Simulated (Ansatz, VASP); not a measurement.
# RbCaH3: VASP beside Ansatz

```
Rb Ca H
1.0
     4.80012    0.00000    0.00000
     0.00000    4.80012    0.00000
     0.00000    0.00000    4.08010
Rb Ca H
1 1 3
Cartesian
  0.0000 0.0000 0.0000
  2.4001 2.4001 2.0401
  0.0000 2.4001 2.0401
  2.4001 0.0000 2.0401
  2.4001 2.4001 0.0000
```

Alike in both runs: task single point; functional LDA; k mesh 6 × 6 × 6; occupations gaussian, width 0.05 eV; no spin polarisation.

|  | VASP | Ansatz |
| --- | --- | --- |
| version | VASP 6.6.1 | Ansatz 0.2.0 |
| potentials or method | VASP PAW LDA potentials, release 64 (Rb_sv, Ca_sv, H), cutoff 520 eV | scalar-relativistic, plane waves, PAW |
| valence electrons in the cell | 22 | 22 |

|  | VASP | Ansatz | Ansatz less VASP |
| --- | --- | --- | --- |
| gap on the k mesh at the Fermi level (eV) | 2.75 | 2.76 | +0.006 |
| least direct gap on the mesh (eV) | 2.80 | 2.81 | +0.008 |
| pressure (GPa) | -1.5 | -1.6 | -0.03 |
| traceless stress, the component that is largest in VASP (GPa) | 5.07 | 5.02 | -0.057 |

LDA's correlation is that of Perdew and Zunger in VASP and of Perdew and Wang (1992) in Ansatz.
